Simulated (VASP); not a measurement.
# Al (Fm-3m) in VASP: single point with PBEsol

Aim: the single point of Al with PBEsol.

Everything below comes from runs of VASP 6.6.1. Logs are shortened: lines on timing, memory, paths and dates and some standing lists are left out, and cuts for length are marked.

**1. The cell of the first run**

It takes space group Fm-3m (No. 225, cubic). The conventional cell has a = 4.015 Å, b = 4.015 Å, c = 4.015 Å, α = 90.00°, β = 90.00°, γ = 90.00°. Within 3.7 Å of Al (site symmetry m-3m) lie 12 Al at 2.84 Å.

**2. Single point, PBEsol**

Input file INCAR:

```
ALGO = Normal ; EDIFF = 1E-6
ENCUT = 500 ; GGA = PS
GGA_COMPAT = F ; ISIF = 2
ISMEAR = 0 ; LASPH = T
LCHARG = F ; LREAL = F
LWAVE = F ; NBANDS = 8
NELM = 120 ; PREC = Accurate
SIGMA = 0.1
```

Input file KPOINTS:

```
k-points
0
Gamma
  18 18 18
```

Input file POSCAR:

```
Al
1.0
    0.0000000000      2.0073809569      2.0073809569
    2.0073809569      0.0000000000      2.0073809569
    2.0073809569      2.0073809569      0.0000000000
Al
1
Direct
    0.0000000000      0.0000000000      0.0000000000
```

Potentials or basis: VASP PAW PBE potentials, release 64 (Al).

The run is started by

```bash
> cat potpaw_PBE.64/Al/POTCAR > POTCAR
> mpirun -np 1 vasp_std > vasp.out
```

OUTCAR:

```text
EDIFF = 1E-6
   ENCUT = 500
   GGA = PS
   ISIF = 2
   ISMEAR = 0
   LASPH = T
   LREAL = F
   NELM = 120
   PREC = Accurate

 ion  position               nearest neighbor table
   1  0.000  0.000  0.000-

  LATTYP: Found a face centered cubic cell.
 ALAT       =     4.0147619138

  Lattice vectors:

 A1 = (   0.0000000000,   2.0073809569,   2.0073809569)
 A2 = (   2.0073809569,   0.0000000000,   2.0073809569)
 A3 = (   2.0073809569,   2.0073809569,   0.0000000000)

Analysis of symmetry for initial positions (statically):
=====================================================================
 Subroutine PRICEL returns:
 Original cell was already a primitive cell.

 Routine SETGRP: Setting up the symmetry group for a
 face centered cubic supercell.

 Subroutine GETGRP returns: Found 48 space group operations
 (whereof 48 operations were pure point group operations)
 out of a pool of 48 trial point group operations.

The static configuration has the point symmetry O_h .

Analysis of symmetry for dynamics (positions and initial velocities):
=====================================================================
 Subroutine PRICEL returns:
 Original cell was already a primitive cell.

 Routine SETGRP: Setting up the symmetry group for a
 face centered cubic supercell.

 Subroutine GETGRP returns: Found 48 space group operations
 (whereof 48 operations were pure point group operations)
 out of a pool of 48 trial point group operations.

The dynamic configuration has the point symmetry O_h .

 Subroutine INISYM returns: Found 48 space group operations
 (whereof 48 operations are pure point group operations),
 and found     1 'primitive' translations

----------------------------------------------------------------------------------------

                                     Primitive cell

  volume of cell :      16.1778

  direct lattice vectors                    reciprocal lattice vectors
     0.000000000  2.007380957  2.007380957    -0.249080773  0.249080773  0.249080773
     2.007380957  0.000000000  2.007380957     0.249080773 -0.249080773  0.249080773
     2.007380957  2.007380957  0.000000000     0.249080773  0.249080773 -0.249080773

  length of vectors
     2.838865374  2.838865374  2.838865374     0.431420554  0.431420554  0.431420554

  position of ions in fractional coordinates (direct lattice)
     0.000000000  0.000000000  0.000000000

  ion indices of the primitive-cell ions
   primitive index   ion index
                 1           1

----------------------------------------------------------------------------------------

 KPOINTS: k-points

Automatic generation of k-mesh.
 Grid dimensions read from file:
 generate k-points for:   18   18   18

 Generating k-lattice:

  Cartesian coordinates                     Fractional coordinates (reciprocal lattice)
    -0.013837821  0.013837821  0.013837821     0.055555556  0.000000000  0.000000000
     0.013837821 -0.013837821  0.013837821     0.000000000  0.055555556  0.000000000
     0.013837821  0.013837821 -0.013837821     0.000000000  0.000000000  0.055555556

  Length of vectors
     0.023967809  0.023967809  0.023967809

  Shift w.r.t. Gamma in fractional coordinates (k-lattice)
     0.000000000  0.000000000  0.000000000

 Subroutine IBZKPT returns following result:
 ===========================================

 Found    195 irreducible k-points:

 Following reciprocal coordinates:
            Coordinates               Weight
  0.000000  0.000000  0.000000      1.000000
  0.055556  0.000000  0.000000      8.000000
  0.111111  0.000000  0.000000      8.000000
  0.166667  0.000000  0.000000      8.000000
  0.222222  0.000000  0.000000      8.000000
  0.277778  0.000000  0.000000      8.000000
[... 16 lines left out ...]
 -0.277778  0.055556  0.000000     24.000000
 -0.222222  0.055556  0.000000     24.000000
 [... further k-points ...]
   k-points           NKPTS =    195   k-points in BZ     NKDIM =    195   number of bands    NBANDS=      8
   number of dos      NEDOS =    301   number of ions     NIONS =      1
   total plane-waves  NPLWV =  13824
   dimension x,y,z NGX =    24 NGY =   24 NGZ =   24
   dimension x,y,z NGXF=    48 NGYF=   48 NGZF=   48
   ions per type =               1
   NGX,Y,Z   is equivalent  to a cutoff of  14.05, 14.05, 14.05 a.u.
   NGXF,Y,Z  is equivalent  to a cutoff of  28.11, 28.11, 28.11 a.u.
 SYSTEM =  unknown system
   PREC   = accura    normal or accurate (medium, high low for compatibility)
   ISTART =      0    job   : 0-new  1-cont  2-samecut
   ICHARG =      2    charge: 1-file 2-atom 10-const
   ISPIN  =      1    spin polarized calculation?
   LNONCOLLINEAR =      F non collinear calculations
   LSORBIT =      F    spin-orbit coupling
   LASPH  =      T    aspherical Exc in radial PAW
   ENCUT  =  500.0 eV  36.75 Ry    6.06 a.u.   5.18  5.18  5.18*2*pi/ulx,y,z
   NELM   =    120;   NELMIN=  2; NELMDL= -5     # of ELM steps
   EDIFF  = 0.1E-05   stopping-criterion for ELM
   LREAL  =      F    real-space projection
   EDIFFG = 0.1E-04   stopping-criterion for IOM
   NSW    =      0    number of steps for IOM
   IBRION =     -1    ionic relax: 0-MD 1-quasi-New 2-CG
   NFREE  =      0    steps in history (QN), initial steepest desc. (CG)
   ISIF   =      2    stress and relaxation
   ISYM   =      2    0-nonsym 1-usesym 2-fastsym
   POTIM  = 0.5000    time-step for ionic-motion
   TEBEG  =    0.0;   TEEND  =   0.0 temperature during run
   PSTRESS=    0.0 pullay stress
   NELECT =       3.0000    total number of electrons
   NUPDOWN=      -1.0000    fix difference up-down
   EMIN   =  10.00;   EMAX   =-10.00  energy-range for DOS
   EFERMI =   0.00;   METHOD = LEGACY
   ISMEAR =     0;   SIGMA  =   0.10  broadening in eV -4-tet -1-fermi 0-gaus
   EFERMI_NEDOS =   21; number of points for ismear=-14 and -15
   IALGO  =     38    algorithm
   IMIX   =      4    mixing-type and parameters
     AMIX     =   0.40;   BMIX     =  1.00
     AMIX_MAG =   1.60;   BMIX_MAG =  1.00
  volume/ion in A,a.u.               =      16.18       109.17
  Fermi-wavevector in a.u.,A,eV,Ry     =   0.933560  1.764172 11.857937  0.871534
  Thomas-Fermi vector in A             =   2.060274
   LORBIT       =      0    0 simple, 1 ext, 2 COOP (PROOUT), +10 PAW based schemes
   GGA     = PS    functional components
   LHFCALC =     F    Hartree Fock is set to
   AEXX    =    0.0000 exact exchange contribution
   IVDW    =     0    specifies the selected vdW correction
   LEPSILON=     F    determine dielectric tensor
   LRPA    =     F    only Hartree local field effects (RPA)
 non-spin polarized calculation
 Gauss-broadening in eV      SIGMA  =   0.10
  energy-cutoff  :      500.00
  volume of cell :       16.18
 maximum number of plane-waves:       424
 NGX is ok and might be reduce to    24
   NGX = 11   NGY = 11   NGZ = 11

 number of electron       3.0000000 magnetization

 Free energy of the ion-electron system (eV)
  ---------------------------------------------------
  ext. energy  EPLUGINS =         0.00000000
  ---------------------------------------------------
  free energy    TOTEN  =        -4.09066713 eV

  energy without entropy =       -4.08767910  energy(sigma->0) =       -4.08917312

 E-fermi :   8.1473     XC(G=0): -10.3289

 val. band max:        8.1327497670   @ k =  -0.2778   0.2778   0.0556
 cond. band min:       8.1557781711   @ k =  -0.4444   0.3333   0.1111
 fundamental gap:      0.0230284042
 Fermi energy:         8.1473274663

 k-point     1 :       0.0000    0.0000    0.0000
  band No.  band energies     occupation
      1      -3.1099      2.00000
      2      20.8611      0.00000
      3      20.8611      0.00000
      4      20.8611      0.00000
      5      22.5027      0.00000
      6      22.5027      0.00000
      7      22.5027      0.00000
      8      24.7853      0.00000

 k-point     2 :       0.0556    0.0000    0.0000
  band No.  band energies     occupation
      1      -3.0249      2.00000
      2      19.3602      0.00000
      3      20.5679      0.00000
      4      20.5679      0.00000
      5      22.9291      0.00000
      6      22.9291      0.00000
      7      23.0498      0.00000
      8      25.6794      0.00000

 k-point     3 :       0.1111    0.0000    0.0000
  band No.  band energies     occupation
      1      -2.7703      2.00000
      2      17.1224      0.00000
      3      20.0693      0.00000
      4      20.0693      0.00000
      5      23.1007      0.00000
      6      23.7990      0.00000
      7      23.7990      0.00000
      8      26.2232      0.00000

 k-point     4 :       0.1667    0.0000    0.0000
  band No.  band energies     occupation
      1      -2.3469      2.00000
      2      14.8647      0.00000
      3      19.6282      0.00000
      4      19.6282      0.00000
      5      22.9306      0.00000
      6      24.4016      0.00000
      7      24.4016      0.00000
      8      25.5743      0.00000

 k-point     5 :       0.2222    0.0000    0.0000
  band No.  band energies     occupation
      1      -1.7563      2.00000
      2      12.6823      0.00000
      3      19.3024      0.00000
      4      19.3024      0.00000
      5      22.7539      0.00000
      6      23.5865      0.00000
      7      23.5865      0.00000
      8      26.5533      0.00000
[... 177 lines left out ...]
 k-point    22 :      -0.3333    0.0556    0.0000
  band No.  band energies     occupation
      1       0.3325      2.00000
      2       8.1023      1.47552
      3      17.3682      0.00000
      4      20.2657      0.00000
      5      20.3216      0.00000
      6      21.7721      0.00000
      7      23.3378      0.00000
      8      26.2420      0.00000

 k-point    23 :      -0.2778    0.0556    0.0000
  band No.  band energies     occupation
      1      -0.6384      2.00000
      2      10.0067      0.00000
      3      17.3862      0.00000
      4      20.2932      0.00000
      5      21.1825      0.00000
      6      22.6423      0.00000
      7      23.2925      0.00000
      8      27.0400      0.00000

 k-point    24 :      -0.2222    0.0556    0.0000
  band No.  band energies     occupation
      1      -1.4480      2.00000
      2      12.0353      0.00000
      3      17.5495      0.00000
      4      20.4288      0.00000
      5      22.1881      0.00000
      6      23.2709      0.00000
      7      23.7135      0.00000
      8      25.9248      0.00000

 [... further k-points ...]
[... 5 lines left out ...]
  --------------------------------------------------------------------------------------
  -------------------------------------------------------------------------------------
  Total        0.0078365      0.0078365      0.0078365      0.0000000     -0.0000000     -0.0000000
  in kB        0.7760907      0.7760907      0.7760907      0.0000000     -0.0000000     -0.0000000
  external PRESSURE =       0.7760907 kB  Pullay stress =       0.0000000 kB

 VOLUME and BASIS-vectors are now :
 -----------------------------------------------------------------------------
  energy-cutoff  :      500.00
  volume of cell :       16.18
      direct lattice vectors                 reciprocal lattice vectors
     0.000000000  2.007380957  2.007380957    -0.249080773  0.249080773  0.249080773
     2.007380957  0.000000000  2.007380957     0.249080773 -0.249080773  0.249080773
     2.007380957  2.007380957  0.000000000     0.249080773  0.249080773 -0.249080773

 POSITION                                       TOTAL-FORCE (eV/Angst)
 -----------------------------------------------------------------------------------
      0.00000      0.00000      0.00000         0.000000      0.000000      0.000000
 -----------------------------------------------------------------------------------
    total drift:                               -0.000000      0.000000      0.000000

  FREE ENERGIE OF THE ION-ELECTRON SYSTEM (eV)
  ---------------------------------------------------
  free  energy   TOTEN  =        -4.0906671348 eV

  energy  without entropy=       -4.0876790975  energy(sigma->0) =       -4.08917312
```

It took 39 s on 1 thread of Intel Xeon 8259CL, shared host; peak memory 0.14 GiB.

What came out:

- Free energy: -4.0907 eV
- Pressure: 0.1 GPa

Levels at points of the mesh, in eV from the Fermi level:
```
           k point  band 1  band 2  band 3  band 4
(0.00, 0.00, 0.00)  -11.26   12.71   12.71   12.71
(0.50, 0.00, 0.00)   -4.66   -4.39   11.53   11.53
(0.50, 0.50, 0.00)   -2.96   -1.60    5.27    5.69
```

Caveat: the PAW data sets were made with another functional, which shifts forces and pressure a little.
